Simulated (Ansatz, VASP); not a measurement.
**CuO in VASP and in Ansatz**

The input INCAR:

```
  PREC = Accurate
  ENCUT = 600
  EDIFF = 1E-6
  ISMEAR = 0
  SIGMA = 0.05
  LREAL = False
  LASPH = True
  NELM = 200
  ALGO = Normal
  ISIF = 2
  LWAVE = False
  LCHARG = True
  ISPIN = 2
  MAGMOM = 0.52 0.56
  LORBIT = 11
  LMAXMIX = 4
  GGA = CA
  LELF = True
  LVHAR = True
  NBANDS = 20
  GGA_COMPAT = False
```

Contents of KPOINTS:

```
Automatic mesh
0
Gamma
  7 7 7
```

The input POSCAR:

```
CuO
1.0
    2.5525506100      0.0000000000      0.0000000000
    0.0000000000      2.5525506100      0.0000000000
    0.0000000000      0.0000000000      2.5525506100
Cu O
1 1
Direct
    0.0000000000      0.0000000000      0.0000000000
    0.5000000000      0.5000000000      0.5000000000
```

Input for Ansatz:

```yaml
crystal:
  lattice:
    - [2.55255061, 0.0, 0.0]
    - [0.0, 2.55255061, 0.0]
    - [0.0, 0.0, 2.55255061]
  atoms:
    - { symbol: Cu, position: [0.0, 0.0, 0.0], spin: 1.0 }
    - { symbol: O, position: [0.5, 0.5, 0.5] }
basis:
  ecutwfc: 420
  ecutrho_ratio: 4
kpoints:
  mp_grid: { grid: [7, 7, 7] }
hamiltonian:
  xc: lda
  hubbard:
    sites:
      - { site: 0, l: d, u_eff: 0.0, starting_ns: [{ spin: up, occupation_matrix: s0up }, { spin: down, occupation_matrix: s0down }] }
    occupation_matrices:
      s0up:
        matrix:
          - [0.97, 0.0, 0.0, 0.0, 0.0]
          - [0.0, 0.97, 0.0, 0.0, 0.0]
          - [0.0, 0.0, 0.97, 0.0, 0.0]
          - [0.0, 0.0, 0.0, 0.97, 0.0]
          - [0.0, 0.0, 0.0, 0.0, 0.97]
      s0down:
        matrix:
          - [0.02, 0.0, 0.0, 0.0, 0.0]
          - [0.0, 0.97, 0.0, 0.0, 0.0]
          - [0.0, 0.0, 0.97, 0.0, 0.0]
          - [0.0, 0.0, 0.0, 0.97, 0.0]
          - [0.0, 0.0, 0.0, 0.0, 0.97]
    ns_hold: { iters: 12 }
scf:
  occupations: { method: gaussian, width: 0.05 }
  lower_state_search: "off"
  max_iter: 150
output:
  forces: true
  stress: true
  eigenvalues: true
  populations: true
  hubbard: { sites: [{ site: 0, l: d }] }
magnetization:
  spin_polarized: true
```

Alike in both runs: task single point; functional LDA; k mesh 7 × 7 × 7; occupations gaussian, width 0.05 eV; collinear spin.

```csv
,VASP,Ansatz
version,VASP 6.6.1,Ansatz 0.2.0
potentials or method,"VASP PAW LDA potentials, release 64 (Cu, O), cutoff 600 eV","scalar-relativistic, plane waves, PAW"
valence electrons in the cell,17,25
```

|  | VASP | Ansatz | Ansatz less VASP |
| --- | --- | --- | --- |
| gap on the k mesh at the Fermi level (eV) | none | none | - |
| pressure (GPa) | 1.2 | 3.7 | +2.52 |
| net moment per atom (μB) | 0.00 | 0.48 | +0.482 |
| size of the moment on the site where the two differ most (μB) | 0.00 | 0.51 | +0.512 |

The net moments are unlike, so the other rows may belong to different states. LDA's correlation is that of Perdew and Zunger in VASP and of Perdew and Wang (1992) in Ansatz. Site moments also hang on the region over which each program counts them. A gap of «none» marks a metal or a gap that the smearing closes. VASP's potentials hold 17 valence electrons a cell and Ansatz's 25, so a difference there can come from the potentials and not from the codes. Ansatz's warnings: specified occupation not kept, symmetry narrowed by occupation matrices.
